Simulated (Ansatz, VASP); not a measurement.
# MoSe in VASP and in Ansatz

File INCAR:

```
SYSTEM = MoSe
PREC     = Accurate       ! precision mode
ENCUT    = 520            ! plane-wave cutoff, eV
EDIFF    = 1E-6           ! SCF threshold, eV
ISMEAR   = -1             ! smearing method
SIGMA    = 0.05           ! smearing width, eV
LREAL    = .FALSE.        ! projectors in reciprocal space
LASPH    = .TRUE.         ! aspherical terms in the spheres
NELM     = 80             ! most SCF steps
ALGO     = Normal         ! electronic algorithm
ISIF     = 2              ! what is computed and relaxed
LWAVE    = .FALSE.        ! write WAVECAR
LCHARG   = .FALSE.        ! write CHGCAR
GGA      = PE             ! functional
NBANDS   = 17             ! bands
```

File KPOINTS:

```
Automatic mesh
0
G
  9 9 6
  0 0 0
```

POSCAR

```
MoSe
1.0
    3.4706685900      0.0000000000      0.0000000000
   -1.7353343000      3.0056871700      0.0000000000
    0.0000000000      0.0000000000      4.3727953400
Mo Se
1 1
Direct
    0.6638880000      0.3374930000      0.0198780000
    0.3549630000      0.6864620000      0.1184120000
```

Contents of input.yaml:

```yaml
crystal:
  lattice:
    - [3.47066859, 0.0, 0.0]
    - [-1.7353343, 3.00568717, 0.0]
    - [0.0, 0.0, 4.37279534]
  atoms:
    - { symbol: Mo, position: [0.663888, 0.337493, 0.019878] }
    - { symbol: Se, position: [0.354963, 0.686462, 0.118412] }
kpoints:
  mp_grid: { grid: [9, 9, 6] }
scf:
  occupations: { method: fermi_dirac, width: 0.05 }
hamiltonian:
  xc: pbe
  pseudopotentials: { kind: all_electron, lapw: { basis_error: 0.001 } }
output:
  forces: true
  stress: true
  eigenvalues: true
  populations: true
```

Change from the starting cell: atoms moved at random, drawn with an rms of 0.05 Å.

Alike in both runs: task single point; functional PBE; k mesh 9 × 9 × 6; occupations fermi-dirac, width 0.05 eV; no spin polarisation.

```csv
,VASP,Ansatz
version,VASP 6.6.1,Ansatz 0.2.0
potentials or method,"VASP PAW PBE potentials, release 64 (Mo_sv, Se), cutoff 520 eV","all-electron LAPW, scalar-relativistic"
```

VASP gave:

```
gap on the k mesh at the Fermi level (eV) : none
rms of the force components (eV/Å)        : 4.378
```

Question: What did Ansatz give for the same quantities?

Answer: gap on the k mesh at the Fermi level (eV): none; rms of the force components (eV/Å): 4.350.

Atom by atom the forces differ by 0.028 eV/Å (rms over components). A gap of «none» marks a metal or a gap that the smearing closes. Ansatz ran all-electron here, and VASP with PAW potentials.

Noted on Ansatz's run: the cell as given lies far from equilibrium.
